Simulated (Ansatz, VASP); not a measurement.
**H6C2O in VASP and in Ansatz**

File INCAR:

```
ALGO = Normal
EDIFF = 1E-6
EDIFFG = -0.3
ENCUT = 520
GGA = PE
IBRION = 2
ISIF = 2
ISMEAR = -1
LASPH = True
LCHARG = False
LREAL = Auto
LWAVE = False
NELM = 60
NSW = 35
PREC = Accurate
SIGMA = 0.02
```

KPOINTS

```
k-points
0
Gamma
  1 1 1
```

The input POSCAR:

```
H6C2O
1.0
    7.2936330000      0.0000000000      0.0000000000
    0.0000000000      7.2936330000      0.0000000000
    0.0000000000      0.0000000000      7.2936330000
C O H
8 4 24
Direct
    0.6833725000      0.6998357000      0.4884367000
    0.4974778000      0.7890799000      0.4672253000
    0.8233186000      0.2613462000      0.6280137000
    0.6214167000      0.2157721000      0.6394117000
    1.0094862000      0.8102398000      0.9197805000
    0.8080157000      0.8318001000      0.8760076000
    0.2334046000      0.2897112000      0.2170160000
    0.0915762000      0.4381481000      0.2456953000
    0.3714257000      0.6482256000      0.4168139000
    0.5604758000      0.2685323000      0.8176614000
    0.7323022000      0.6518665000      0.8632902000
   -0.0766949000      0.3722173000      0.1708064000
    0.2514819000      0.7043908000      0.4028742000
    0.4562536000      0.8545069000      0.5965926000
    0.5032327000      0.8965339000      0.3616956000
    0.7866821000      0.8012826000      0.5272491000
    0.6776295000      0.5939703000      0.5941037000
    0.7245529000      0.6359475000      0.3594854000
    0.4307384000      0.2397156000      0.8262158000
    0.5453830000      0.2897850000      0.5323744000
    0.6001323000      0.0683112000      0.6166464000
    0.8785437000      0.2239193000      0.4937745000
    0.8440311000      0.4080253000      0.6495122000
    0.8987155000      0.1868143000      0.7336843000
    0.6027371000      0.6644084000      0.8351663000
    0.7396556000      0.9115053000      0.9841278000
    0.7907998000      0.9067863000      0.7464056000
    1.0757717000      0.9441890000      0.9313823000
    1.0262446000      0.7367561000      1.0491067000
    1.0773281000      0.7320427000      0.8116664000
   -0.1687135000      0.4668200000      0.1886471000
    0.0770019000      0.4683079000      0.3926442000
    0.1348919000      0.5652403000      0.1772313000
    0.3663053000      0.3321699000      0.2718374000
    0.1906682000      0.1639765000      0.2860837000
    0.2484895000      0.2607939000      0.0709263000
```

Input for Ansatz:

```yaml
accuracy: low
crystal:
  lattice:
    - [7.293633, 0.0, 0.0]
    - [0.0, 7.293633, 0.0]
    - [0.0, 0.0, 7.293633]
  atoms:
    - { symbol: C, position: [0.6833725, 0.6998357, 0.4884367] }
    - { symbol: C, position: [0.4974778, 0.7890799, 0.4672253] }
    - { symbol: O, position: [0.3714257, 0.6482256, 0.4168139] }
    - { symbol: H, position: [0.2514819, 0.7043908, 0.4028742] }
    - { symbol: H, position: [0.4562536, 0.8545069, 0.5965926] }
    - { symbol: H, position: [0.5032327, 0.8965339, 0.3616956] }
    - { symbol: H, position: [0.7866821, 0.8012826, 0.5272491] }
    - { symbol: H, position: [0.6776295, 0.5939703, 0.5941037] }
    - { symbol: H, position: [0.7245529, 0.6359475, 0.3594854] }
    - { symbol: C, position: [0.8233186, 0.2613462, 0.6280137] }
    - { symbol: C, position: [0.6214167, 0.2157721, 0.6394117] }
    - { symbol: O, position: [0.5604758, 0.2685323, 0.8176614] }
    - { symbol: H, position: [0.4307384, 0.2397156, 0.8262158] }
    - { symbol: H, position: [0.545383, 0.289785, 0.5323744] }
    - { symbol: H, position: [0.6001323, 0.0683112, 0.6166464] }
    - { symbol: H, position: [0.8785437, 0.2239193, 0.4937745] }
    - { symbol: H, position: [0.8440311, 0.4080253, 0.6495122] }
    - { symbol: H, position: [0.8987155, 0.1868143, 0.7336843] }
    - { symbol: C, position: [1.0094862, 0.8102398, 0.9197805] }
    - { symbol: C, position: [0.8080157, 0.8318001, 0.8760076] }
    - { symbol: O, position: [0.7323022, 0.6518665, 0.8632902] }
    - { symbol: H, position: [0.6027371, 0.6644084, 0.8351663] }
    - { symbol: H, position: [0.7396556, 0.9115053, 0.9841278] }
    - { symbol: H, position: [0.7907998, 0.9067863, 0.7464056] }
    - { symbol: H, position: [1.0757717, 0.944189, 0.9313823] }
    - { symbol: H, position: [1.0262446, 0.7367561, 1.0491067] }
    - { symbol: H, position: [1.0773281, 0.7320427, 0.8116664] }
    - { symbol: C, position: [0.2334046, 0.2897112, 0.217016] }
    - { symbol: C, position: [0.0915762, 0.4381481, 0.2456953] }
    - { symbol: O, position: [-0.0766949, 0.3722173, 0.1708064] }
    - { symbol: H, position: [-0.1687135, 0.46682, 0.1886471] }
    - { symbol: H, position: [0.0770019, 0.4683079, 0.3926442] }
    - { symbol: H, position: [0.1348919, 0.5652403, 0.1772313] }
    - { symbol: H, position: [0.3663053, 0.3321699, 0.2718374] }
    - { symbol: H, position: [0.1906682, 0.1639765, 0.2860837] }
    - { symbol: H, position: [0.2484895, 0.2607939, 0.0709263] }
basis:
  ecutwfc: 420.0
kpoints:
  mp_grid: { grid: [1, 1, 1] }
hamiltonian:
  xc: pbe
scf:
  occupations: { method: fermi_dirac, width: 0.02 }
  lower_state_search: "off"
relax:
  f_tol: 0.3
  max_steps: 15
  adjacent_minimum: "off"
output:
  write_density: true
  write_potential: true
  elf: true
  volumetric_format: npy
```

Alike in both runs: task relaxation of the atoms; functional PBE; k mesh 1 × 1 × 1; occupations fermi-dirac, width 0.02 eV; no spin polarisation.

|  | VASP | Ansatz |
| --- | --- | --- |
| version | VASP 6.6.1 | Ansatz 0.2.0 |
| potentials or method | VASP PAW PBE potentials, release 64 (C, O, H), cutoff 520 eV | scalar-relativistic, plane waves, PAW |
| valence electrons in the cell | 80 | 80 |

|  | VASP | Ansatz | Ansatz less VASP |
| --- | --- | --- | --- |
| gap on the k mesh at the Fermi level, each at its own relaxed structure (eV) | 4.34 | 4.41 | +0.072 |

Ansatz's warnings: xc potential rough in thin density.
